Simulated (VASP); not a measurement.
# MgS (Fm-3m) in VASP: elastic constants with r2SCAN

Aim: the elastic constants of MgS with r2SCAN.

Program: VASP 6.6.1. These are calculated values, not measurements. Logs are shortened: lines on timing, memory, paths and dates and some standing lists are left out, and cuts for length are marked.

**1. The cell of the first run**

Symmetry: Fm-3m, No. 225, cubic system. Conventional cell: a = 5.203 Å, b = 5.203 Å, c = 5.203 Å, α = 90.00°, β = 90.00°, γ = 90.00°. Mg (site symmetry m-3m) has 6 S at 2.60 Å within 3.4 Å. Within 3.4 Å of S (site symmetry m-3m) lie 6 Mg at 2.60 Å.

**2. Elastic constants, r2SCAN**

INCAR reads:

```
SYSTEM = MgS
  ALGO = Normal
  EDIFF = 1E-8
  ENCUT = 600
  IBRION = 6
  ISIF = 3
  ISMEAR = 0
  LASPH = .TRUE.
  LCHARG = .FALSE.
  LMIXTAU = .TRUE.
  LREAL = .FALSE.
  LWAVE = .FALSE.
  METAGGA = R2SCAN
  NELM = 100
  NFREE = 2
  NSW = 1
  POTIM = 0.015
  PREC = Accurate
  SIGMA = 0.01
```

KPOINTS reads:

```
k-points
0
G
  8 8 8
  0 0 0
```

POSCAR reads:

```
MgS
1.0
    2.6016500000      2.6016500000      0.0000000000
   -2.6016500000      2.6016500000      0.0000000000
    0.0000000000      2.6016500000      2.6016500000
Mg S
1 1
Direct
    0.0000000000      0.0000000000      0.0000000000
    0.5000000000      0.5000000000      0.0000000000
```

Potentials or basis: VASP PAW PBE potentials, release 64 (Mg, S).

Command:

```bash
> cat potpaw_PBE.64/Mg/POTCAR potpaw_PBE.64/S/POTCAR > POTCAR
> mpirun -np 1 vasp_std > vasp.out
```

OUTCAR:

```text
SYSTEM = MgS
   EDIFF = 1E-8
   ENCUT = 600
   IBRION = 6
   ISIF = 3
   ISMEAR = 0
   LASPH = .TRUE.
   LREAL = .FALSE.
   METAGGA = R2SCAN
   NELM = 100
   NFREE = 2
   NSW = 1
   POTIM = 0.015
   PREC = Accurate

 ion  position               nearest neighbor table
   1  0.000  0.000  0.000-   2 2.60   2 2.60   2 2.60   2 2.60   2 2.60   2 2.60
   2  0.500  0.500  0.000-   1 2.60   1 2.60   1 2.60   1 2.60   1 2.60   1 2.60

  LATTYP: Found a face centered cubic cell.
 ALAT       =     5.2033000000

  Lattice vectors:

 A1 = (   0.0000000000,   2.6016500000,   2.6016500000)
 A2 = (   2.6016500000,   0.0000000000,   2.6016500000)
 A3 = (   2.6016500000,   2.6016500000,   0.0000000000)

Analysis of symmetry for initial positions (statically):
=====================================================================
 Subroutine PRICEL returns:
 Original cell was already a primitive cell.

 Routine SETGRP: Setting up the symmetry group for a
 face centered cubic supercell.

 Subroutine GETGRP returns: Found 48 space group operations
 (whereof 48 operations were pure point group operations)
 out of a pool of 48 trial point group operations.

The static configuration has the point symmetry O_h .

Analysis of symmetry for dynamics (positions and initial velocities):
=====================================================================
 Subroutine PRICEL returns:
 Original cell was already a primitive cell.

 Routine SETGRP: Setting up the symmetry group for a
 face centered cubic supercell.

 Subroutine GETGRP returns: Found 48 space group operations
 (whereof 48 operations were pure point group operations)
 out of a pool of 48 trial point group operations.

The dynamic configuration has the point symmetry O_h .

 Subroutine INISYM returns: Found 48 space group operations
 (whereof 48 operations are pure point group operations),
 and found     1 'primitive' translations

----------------------------------------------------------------------------------------

                                     Primitive cell

  volume of cell :      35.2190

  direct lattice vectors                    reciprocal lattice vectors
     2.601650000  2.601650000  0.000000000     0.192185728  0.192185728 -0.192185728
    -2.601650000  2.601650000  0.000000000    -0.192185728  0.192185728 -0.192185728
     0.000000000  2.601650000  2.601650000     0.000000000  0.000000000  0.384371457

  length of vectors
     3.679288715  3.679288715  3.679288715     0.332875446  0.332875446  0.384371457

  position of ions in fractional coordinates (direct lattice)
     0.000000000  0.000000000  0.000000000
     0.500000000  0.500000000  0.000000000

  ion indices of the primitive-cell ions
   primitive index   ion index
                 1           1
                 2           2

----------------------------------------------------------------------------------------

 KPOINTS: k-points

Automatic generation of k-mesh.
 Grid dimensions read from file:
 generate k-points for:    8    8    8

 Generating k-lattice:

  Cartesian coordinates                     Fractional coordinates (reciprocal lattice)
[... 107 lines left out ...]
  ---------------------------------------------------
  free energy    TOTEN  =       -15.51097884 eV

  energy without entropy =      -15.51097884  energy(sigma->0) =      -15.51097884

------------------------ aborting loop because EDIFF is reached ----------------------------------------

  FORCE on cell =-STRESS in cart. coord.  units (eV):
  Direction    XX          YY          ZZ          XY          YZ          ZX
  --------------------------------------------------------------------------------------
  -------------------------------------------------------------------------------------
  Total       -0.0991914     -0.0991914     -0.0991914      0.0000000      0.0000000      0.0000000
  in kB       -4.5124026     -4.5124026     -4.5124026      0.0000000      0.0000000      0.0000000
  external PRESSURE =      -4.5124026 kB  Pullay stress =       0.0000000 kB
[... 89 lines left out ...]
  FREE ENERGIE OF THE ION-ELECTRON SYSTEM (eV)
  ---------------------------------------------------
  free  energy   TOTEN  =       -15.5085710357 eV

  energy  without entropy=      -15.5085710357  energy(sigma->0) =      -15.50857104

[... ionic steps 4 to 14 ...]

--------------------------------------- Ionic step       15  -------------------------------------------

 number of electron       7.9999999 magnetization

------------------------ aborting loop because EDIFF is reached ----------------------------------------
[... 67 lines left out ...]
--------------------------------------- Ionic step       17  -------------------------------------------

 number of electron       7.9999999 magnetization

 Free energy of the ion-electron system (eV)
  ---------------------------------------------------
  ext. energy  EPLUGINS =         0.00000000
  ---------------------------------------------------
  free energy    TOTEN  =       -15.51066414 eV

  energy without entropy =      -15.51066414  energy(sigma->0) =      -15.51066414

 E-fermi :   3.5704     XC(G=0): -10.0902

 val. band max:        3.4923448018   @ k =   0.0000   0.0000   0.0000
 cond. band min:       6.9256721086   @ k =   0.0000  -1.0000  -0.5000
 fundamental gap:      3.4333273068
 Fermi energy:         3.5703576947

 k-point     1 :       0.0000    0.0000    0.0000
  band No.  band energies     occupation
      1      -9.6906      2.00000
      2       3.4920      2.00000
      3       3.4923      2.00000
      4       3.4923      2.00000
      5       8.1070      0.00000
      6      12.0230      0.00000
      7      12.0230      0.00000
      8      12.0234      0.00000
[... 243 lines left out ...]
 k-point    24 :       0.5000    0.2500    0.1250
  band No.  band energies     occupation
      1      -8.1561      2.00000
      2      -0.8524      2.00000
      3       1.3278      2.00000
      4       2.3182      2.00000
      5       9.7120      0.00000
      6      10.2675      0.00000
      7      12.5909      0.00000
      8      13.7191      0.00000

 [... further k-points ...]

------------------------ aborting loop because EDIFF is reached ----------------------------------------

  FORCE on cell =-STRESS in cart. coord.  units (eV):
  Direction    XX          YY          ZZ          XY          YZ          ZX
  --------------------------------------------------------------------------------------
  -------------------------------------------------------------------------------------
  Total       -0.0933758     -0.0995479     -0.0995479     -0.0000000     -0.0000000     -0.0000000
  in kB       -4.2478404     -4.5286228     -4.5286228     -0.0000000     -0.0000000     -0.0000000
  external PRESSURE =      -4.4350286 kB  Pullay stress =       0.0000000 kB
[... 17 lines left out ...]
  FREE ENERGIE OF THE ION-ELECTRON SYSTEM (eV)
  ---------------------------------------------------
  free  energy   TOTEN  =       -15.5106641364 eV

  energy  without entropy=      -15.5106641364  energy(sigma->0) =      -15.51066414

 INTERNAL STRAIN TENSORS FROM STRAINED CELLS
 ============================================

 INTERNAL STRAIN TENSOR FOR ION    1 for displacements in x,y,z  (eV/Angst):
          X           Y           Z          XY          YZ          ZX
  --------------------------------------------------------------------------------
  x    -0.00000     0.00000     0.00000     0.00000     0.00000    -0.00000
  y    -0.00000    -0.00000    -0.00000    -0.00000     0.00000     0.00000
  z     0.00000     0.00000     0.00000     0.00000     0.00000     0.00000

 INTERNAL STRAIN TENSORS FROM DISPLACED ATOMS
 ============================================

 INTERNAL STRAIN TENSOR FOR ION    1 for displacements in x,y,z  (eV/Angst):
          X           Y           Z          XY          YZ          ZX
  --------------------------------------------------------------------------------
  x     0.00000     0.00000     0.00000     0.00000     0.00000     0.00000
  y     0.00000     0.00000     0.00000     0.00000     0.00000     0.00000
  z     0.00000     0.00000     0.00000     0.00000     0.00000     0.00000

 INTERNAL STRAIN TENSOR FOR ION    2 for displacements in x,y,z  (eV/Angst):
          X           Y           Z          XY          YZ          ZX
  --------------------------------------------------------------------------------
  x     0.00000     0.00000     0.00000     0.00000     0.00000     0.00000
  y     0.00000     0.00000     0.00000     0.00000     0.00000     0.00000
  z     0.00000     0.00000     0.00000     0.00000     0.00000     0.00000

 Eigenvectors and eigenvalues of the dynamical matrix
 ----------------------------------------------------

   1 f  =    7.046067 THz    44.271742 2PiTHz  235.031484 cm-1    29.140177 meV
             X         Y         Z           dx          dy          dz
      0.000000  0.000000  0.000000    -0.740106   -0.150564   -0.000000
      0.000000  2.601650  0.000000     0.642263    0.130659   -0.000000
[... 21 lines left out ...]
   6 f/i=    0.011300 THz     0.071003 2PiTHz    0.376942 cm-1     0.046735 meV
             X         Y         Z           dx          dy          dz
      0.000000  0.000000  0.000000     0.210650   -0.579122   -0.223200
      0.000000  2.601650  0.000000     0.242741   -0.667346   -0.257203

--------------------------------------------------------------------------------------------------------

 ELASTIC MODULI CONTR FROM IONIC RELAXATION (kBar)
 Direction    XX          YY          ZZ          XY          YZ          ZX
 --------------------------------------------------------------------------------
 XX           0.0000      0.0000      0.0000      0.0000      0.0000      0.0000
 YY           0.0000      0.0000      0.0000      0.0000      0.0000      0.0000
 ZZ           0.0000      0.0000      0.0000      0.0000      0.0000      0.0000
 XY           0.0000      0.0000      0.0000      0.0000      0.0000      0.0000
 YZ           0.0000      0.0000      0.0000      0.0000      0.0000      0.0000
 ZX           0.0000      0.0000      0.0000      0.0000      0.0000      0.0000
 --------------------------------------------------------------------------------

 TOTAL ELASTIC MODULI (kBar)
 Direction    XX          YY          ZZ          XY          YZ          ZX
 --------------------------------------------------------------------------------
 XX        1502.3302    444.5648    444.5648      0.0000      0.0000      0.0000
 YY         444.5648   1502.3302    444.5648     -0.0000      0.0000      0.0000
 ZZ         444.5648    444.5648   1502.3302      0.0000     -0.0000      0.0000
 XY           0.0000     -0.0000      0.0000    605.5925      0.0000      0.0000
 YZ           0.0000      0.0000     -0.0000      0.0000    605.5925      0.0000
 ZX           0.0000      0.0000      0.0000      0.0000      0.0000    605.5925
 --------------------------------------------------------------------------------
```

Wall time 65 min (1 thread of Intel Xeon 8259CL, shared host); peak memory 0.27 GiB.

What came out:

- Elastic constants C11, C12, C44: 150, 44, 61 GPa
- Voigt bulk modulus: 80 GPa
- Highest phonon frequency at Γ, LO-TO splitting left out: 235 cm⁻¹

Phonon frequencies in cm⁻¹ (negative: imaginary):
```tsv
q point	frequencies
(0.000, 0.000, 0.000)	0 0 0 235 235 235
```

Elastic tensor in Voigt notation (GPa, in the Cartesian axes of the cell as first typed):
```
150  44  44   0   0   0
 44 150  44   0   0   0
 44  44 150   0   0   0
  0   0   0  61   0   0
  0   0   0   0  61   0
  0   0   0   0   0  61
```

Clamped-ion elastic tensor (GPa):
```
150  44  44   0   0   0
 44 150  44   0   0   0
 44  44 150   0   0   0
  0   0   0  61   0   0
  0   0   0   0  61   0
  0   0   0   0   0  61
```

Caveat: the PAW data sets were made with another functional, which shifts forces and pressure a little.
